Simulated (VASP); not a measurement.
Here is a VASP 6.6.1 calculation.

The input INCAR:

```
SYSTEM = YAl3F7
PREC = Accurate
ENCUT = 520
EDIFF = 1E-7
ISMEAR = 0
SIGMA = 0.1
LREAL = .FALSE.
LASPH = .TRUE.
NELM = 150
ALGO = Normal
ISIF = 2
LWAVE = .FALSE.
LCHARG = .TRUE.
ISPIN = 2
MAGMOM = 0 0 0 0 1 1 1 1 1 1 1
LORBIT = 11
LMAXMIX = 4
GGA = PE
LELF = .TRUE.
LVHAR = .TRUE.
NBANDS = 50
```

Contents of KPOINTS:

```
regular mesh
0
G
  6 6 2
  0 0 0
```

Contents of POSCAR:

```
YAl3F7
1.0
    4.8024717091      0.0000000000      0.0000000000
   -2.4012358546      4.1590625011      0.0000000000
    0.0000000000      0.0000000000     10.4823829461
Y Al F
1 3 7
Direct
    0.0000000000      0.0000000000      0.5000000000
    0.6666666667      0.3333333333      0.7768343188
    0.6666666667      0.3333333333      0.2231656812
    0.0000000000      0.0000000000      0.0000000000
    0.6666666667      0.3333333333      0.5000000000
    0.3277760557      0.1638880278      0.8849309870
    0.8361119722      0.1638880278      0.8849309870
    0.8361119722      0.6722239443      0.8849309870
    0.3277760557      0.1638880278      0.1150690130
    0.8361119722      0.1638880278      0.1150690130
    0.8361119722      0.6722239443      0.1150690130
```

Potentials or basis: VASP PAW PBE potentials, release 64 (Y_sv, Al, F).

Run with:

```bash
$ cat potpaw_PBE.64/Y_sv/POTCAR potpaw_PBE.64/Al/POTCAR potpaw_PBE.64/F/POTCAR > POTCAR
$ mpirun -np 1 vasp_std > vasp.out
```

What does it give for the pressure?

0.0 GPa.

Estimate the largest force.

0.009 eV/Å.

Estimate the net moment.

0.00 μB per cell.

Forces on the atoms (eV/Å):
```
Y    0.000  0.000  0.000
Al   0.000  0.000 -0.003
Al   0.000  0.000  0.003
Al   0.000  0.000  0.000
F    0.000  0.000  0.000
F    0.000  0.000 -0.009
F    0.000  0.000 -0.009
F    0.000  0.000 -0.009
F    0.000  0.000  0.009
F    0.000  0.000  0.009
F    0.000  0.000  0.009
```
